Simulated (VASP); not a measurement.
A run of VASP 6.6.1:

The input POSCAR:

```
TaPb3
1.0
    4.7482260000      0.0000000000      0.0000000000
    0.0000000000      4.7482260000      0.0000000000
    0.0000000000      0.0000000000      4.6319700000
Pb Ta
3 1
Direct
    0.0000000000      0.5000000000      0.5000000000
    0.5000000000      0.0000000000      0.5000000000
    0.5000000000      0.5000000000      0.0000000000
    0.0000000000      0.0000000000      0.0000000000
```

The input INCAR.step1:

```
SYSTEM = TaPb3
PREC = Accurate
ENCUT = 520
ISMEAR = -1
SIGMA = 0.0469
LREAL = .False.
LASPH = .True.
NELM = 80
NBANDS = 34
GGA = PE
ALGO = Normal
EDIFF = 1E-4
LWAVE = .True.
LCHARG = .False.
```

INCAR.step2

```
SYSTEM = TaPb3
PREC = Accurate
ENCUT = 520
EDIFF = 1E-6
ISMEAR = -1
SIGMA = 0.0469
LREAL = .False.
LASPH = .True.
NELM = 80
ALGO = Normal
ISIF = 2
LWAVE = .False.
LCHARG = .True.
METAGGA = R2SCAN
LMIXTAU = .True.
LELF = .True.
LVHAR = .True.
NBANDS = 34
ISTART = 1
```

File KPOINTS:

```
regular mesh
0
Gamma
  7 7 7
  0 0 0
```

Potentials or basis: VASP PAW PBE potentials, release 64 (Pb_d, Ta_pv).

Command:

```sh
$ cat potpaw_PBE.64/Pb_d/POTCAR potpaw_PBE.64/Ta_pv/POTCAR > POTCAR
$ cp INCAR.step1 INCAR
$ mpirun -np 1 vasp_std > vasp.out
$ cp INCAR.step2 INCAR
$ mpirun -np 1 vasp_std > vasp.out
```

Hardware: 1 thread of AMD EPYC 7R43 64-Core Processor (Zen 3), on a shared host.

Task: Estimate the wall time of this run.

Result: It took 7.2 min on 1 thread of AMD EPYC 7R43 64-Core Processor (Zen 3), on a shared host, peak memory 0.25 GiB. Counts: k points 40.
